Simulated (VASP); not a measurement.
Li4F:

```
Li F
1.0
    -1.91343    1.91343    3.61782
     1.91343   -1.91343    3.61782
     1.91343    1.91343   -3.61782
Li F
4 1
Cartesian
  0.0000 0.0000 1.7727
  0.0000 0.0000 5.4629
  0.0000 1.9134 0.0000
  1.9134 0.0000 0.0000
  0.0000 0.0000 0.0000
```

The cell was built from a structure type or drawn by symmetry, and may not be a known phase.

| Property | Result |
| --- | --- |
| Program | VASP 6.6.1 |
| Task | relaxation of cell and atoms |
| Functional | PBE |
| Potentials or basis | VASP PAW PBE potentials, release 64 (Li_sv, F_h) |
| Cutoff | 910 eV |
| k mesh | 6 × 6 × 6 |
| Occupations | gaussian, width 0.1 eV |
| Spin | no spin polarisation |

At the start: pressure 15.9 GPa; volume 10.60 Å³/atom.

Question: How do energy, volume and symmetry change on relaxing?

Answer: Over 9 steps the energy falls by 172.1 meV/atom and the volume is 14.12 Å³/atom (+33.3 %); space group I4/mmm (No. 139, to 0.1 Å) before and after.

The path:
```csv
step,energy change (eV),largest force (eV/Å),pressure (GPa),volume (Å³)
1,0.0000,0.3382,15.86,52.98
2,-0.5897,0.4759,6.33,61.44
3,-0.7628,0.5346,-0.21,69.92
4,-0.7627,0.5362,-0.46,70.29
5,-0.7942,0.4355,-0.45,70.42
6,-0.8467,0.0527,-0.22,70.82
7,-0.8482,0.0595,-0.11,70.91
8,-0.8583,0.0312,-0.21,70.75
9,-0.8606,0.0134,-0.28,70.61
```

Final structure:
```
Li F
1.0
    -2.04951    2.04951    4.20233
     2.04951   -2.04951    4.20233
     2.04951    2.04951   -4.20233
Li F
4 1
Direct
  0.22031 0.22031 0.00000
  0.77969 0.77969 0.00000
  0.50000 0.00000 0.50000
  0.00000 0.50000 0.50000
  0.00000 0.00000 0.00000
```

Caveat: the cutoff is under 1.25 times the usual one of these potentials, so pressure, stress and relaxed cells hold a basis-set (Pulay) error; the volume moved by over 15 % at a fixed basis, so the end points are rough; an odd number of electrons without spin polarisation forces a metal; a magnetic or distorted state may lie lower.
